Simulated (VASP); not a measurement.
Set up this calculation in VASP 6.6.1, as the native input.

| Quantity | Value |
| --- | --- |
| Task | single point |
| Functional | PBE |
| Potentials or basis | VASP PAW PBE potentials, release 64 (In_d, Se) |
| Cutoff | 520 eV |
| k mesh | 6 × 6 × 10 |
| Occupations | gaussian, width 0.1 eV |
| Spin | no spin polarisation |
| Dipole correction | no |
| Further INCAR settings | ALGO = Normal; EDIFF = 1e-06; NBANDS = 34 |

The structure of InSe2 lies in POSCAR:

```
InSe2
1.0
    6.4921815295      0.0000000000      0.0000000000
    0.0000000000      6.4921815295      0.0000000000
    0.0000000000      0.0000000000      4.1105702581
In Se
2 4
Direct
    0.0000000000      0.0000000000      0.0000000000
    0.5000000000      0.5000000000      0.5000000000
    0.3053893594      0.3053893594      0.0000000000
    0.1946106406      0.8053893594      0.5000000000
    0.6946106406      0.6946106406      0.0000000000
    0.8053893594      0.1946106406      0.5000000000
```

One way to write it, as run:

INCAR

```
PREC     = Accurate       # precision mode
ENCUT    = 520            # plane-wave cutoff, eV
EDIFF    = 1E-6           # SCF threshold, eV
ISMEAR   = 0              # smearing method
SIGMA    = 0.1            # smearing width, eV
LREAL    = F              # projectors in reciprocal space
LASPH    = T              # aspherical terms in the spheres
NELM     = 100            # most SCF steps
ALGO     = Normal         # electronic algorithm
ISIF     = 2              # what is computed and relaxed
LWAVE    = F              # write WAVECAR
LCHARG   = T              # write CHGCAR
GGA      = PE             # functional
LELF     = T              # ELF
LVHAR    = T            
NBANDS   = 34             # bands
```

KPOINTS

```
regular mesh
0
Gamma
  6 6 10
```

Potentials or basis: VASP PAW PBE potentials, release 64 (In_d, Se).

The run is started by

```console
$ cat potpaw_PBE.64/In_d/POTCAR potpaw_PBE.64/Se/POTCAR > POTCAR
$ mpirun -np 1 vasp_std > vasp.out
```

Results of the run:

```json
{
 "Pressure": "0.0 GPa",
 "Band gap on the k mesh": "zero (band 25 reaches 2.78 eV, above the bottom of band 26 at 1.87 eV)"
}
```

Caveat: spin-orbit coupling is left out, which moves the levels of the heavy elements.

Wall time 8 min on 1 thread of Intel Xeon 6975P-C, on a shared host, peak memory 0.44 GiB.
